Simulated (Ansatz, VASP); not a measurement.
**Sr3Be in VASP and in Ansatz**

```xyz
4
Lattice="-2.6451 2.6451 5.6045 2.6451 -2.6451 5.6045 2.6451 2.6451 -5.6045" Properties=species:S:1:pos:R:3 pbc="T T T"
Sr    0.0000    0.0000    5.6045
Sr    2.6451    0.0000    2.8023
Sr    0.0000    2.6451    2.8023
Be    0.0000    0.0000    0.0000
```

Alike in both runs: functional PBE; k mesh 6 × 6 × 6; occupations gaussian, width 0.1 eV; no spin polarisation.

Ansatz relaxed the structure, and its values are those at the end. VASP's run is a single point on that final structure, the one shown.

```csv
,VASP,Ansatz
version,VASP 6.6.1,Ansatz 0.2.0
potentials or method,"VASP PAW PBE potentials, release 64 (Sr_sv, Be), cutoff 520 eV","scalar-relativistic, plane waves, PAW"
valence electrons in the cell,32,32
```

|  | VASP | Ansatz | Ansatz less VASP |
| --- | --- | --- | --- |
| gap on the k mesh at the Fermi level (eV) | none | none | - |
| pressure (GPa) | 0.1 | 0.1 | -0.02 |

A gap of «none» marks a metal or a gap that the smearing closes.
